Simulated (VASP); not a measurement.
Input of a VASP 6.6.1 run:

File POSCAR:

```
V
1.0
   -1.5177010000      1.5177010000      1.5177010000
    1.5177010000     -1.5177010000      1.5177010000
    1.5177010000      1.5177010000     -1.5177010000
V
1
Direct
    0.0000000000      0.0000000000      0.0000000000
```

The input INCAR.step1:

```
  PREC = Accurate
  ENCUT = 550
  ISMEAR = -5
  SIGMA = 0.1
  LREAL = False
  LASPH = True
  NELM = 120
  NBANDS = 12
  GGA = PE
  ALGO = Normal
  EDIFF = 1E-5
  LWAVE = True
  LCHARG = False
  GGA_COMPAT = False
```

The input INCAR.step2:

```
  PREC = Accurate
  ENCUT = 550
  EDIFF = 1E-6
  ISMEAR = -5
  SIGMA = 0.1
  LREAL = False
  LASPH = True
  NELM = 120
  ALGO = Normal
  ISIF = 2
  LWAVE = False
  LCHARG = False
  METAGGA = R2SCAN
  LMIXTAU = True
  NBANDS = 12
  ISTART = 1
  GGA_COMPAT = False
```

The input KPOINTS:

```
Automatic mesh
0
Gamma
  12 12 12
```

Potentials or basis: VASP PAW PBE potentials, release 64 (V_sv).

The run is started by

```bash
$ cat potpaw_PBE.64/V_sv/POTCAR > POTCAR
$ cp INCAR.step1 INCAR
$ mpirun -np 1 vasp_std > vasp.out
$ cp INCAR.step2 INCAR
$ mpirun -np 1 vasp_std > vasp.out
```

**Question.** Predict the pressure.

**Answer.** -8.7 GPa.

**Question.** Predict the band gap on the k mesh.

**Answer.** Zero (an odd number of electrons rules out a gap without spin polarisation).

Caveat: the cell stands under tension; the PAW data sets were made with another functional, which shifts forces and pressure a little; tetrahedron occupations give inexact forces and stress in metals.
